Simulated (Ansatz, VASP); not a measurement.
One calculation of C, two programs

File INCAR:

```
PREC = Accurate ; ENCUT = 520
EDIFF = 1E-6 ; ISMEAR = 0
SIGMA = 0.02 ; LREAL = F
LASPH = T ; NELM = 100
ALGO = Normal ; ISIF = 2
LWAVE = F ; LCHARG = F
GGA = PS ; IBRION = 2
NSW = 60 ; EDIFFG = -0.002
```

KPOINTS

```
Automatic mesh
0
Gamma
  9 9 6
```

POSCAR

```
C
1.0
    2.4993962492      0.0000000000      0.0000000000
   -1.2496981246      2.1645406459      0.0000000000
    0.0000000000      0.0000000000      4.2229976381
C
4
Direct
    0.3333333333      0.6666666667     -0.0004162315
    0.6666666667      0.3333333333      0.4995837685
    0.3333333333      0.6666666667      0.3744162315
    0.6666666667      0.3333333333      0.8744162315
```

Input for Ansatz:

```yaml
crystal:
  lattice:
    - [2.4993962492, 0.0, 0.0]
    - [-1.2496981246, 2.1645406459, 0.0]
    - [0.0, 0.0, 4.2229976381]
  atoms:
    - { symbol: C, position: [0.3333333333, 0.6666666667, -0.0004162315] }
    - { symbol: C, position: [0.6666666667, 0.3333333333, 0.4995837685] }
    - { symbol: C, position: [0.3333333333, 0.6666666667, 0.3744162315] }
    - { symbol: C, position: [0.6666666667, 0.3333333333, 0.8744162315] }
basis:
  ecutwfc: 420
kpoints:
  mp_grid: { grid: [9, 9, 6] }
hamiltonian:
  xc: pbesol
  pseudopotentials: { kind: paw, azcp: { folder: soft_1 } }
scf:
  occupations: { method: gaussian, width: 0.02 }
output:
  forces: true
  stress: true
  eigenvalues: true
relax:
  adjacent_minimum: "off"
  f_tol: 0.002
  max_steps: 40
```

Change from the starting cell: strained cell.

Alike in both runs: task relaxation of the atoms; functional PBEsol; k mesh 9 × 9 × 6; occupations gaussian, width 0.02 eV; no spin polarisation.

|  | VASP | Ansatz |
| --- | --- | --- |
| version | VASP 6.6.1 | Ansatz 0.2.0 |
| potentials or method | VASP PAW PBE potentials, release 64 (C), cutoff 520 eV | scalar-relativistic, plane waves, PAW |
| valence electrons in the cell | 16 | 16 |

```tsv
	VASP	Ansatz	Ansatz less VASP
gap on the k mesh at the Fermi level, each at its own relaxed structure (eV)	3.08	3.11	+0.024
```

VASP's potentials were made for PBE, not for PBEsol, and Ansatz warns of the same on its side. Ansatz's warnings: stress scf threshold loose.
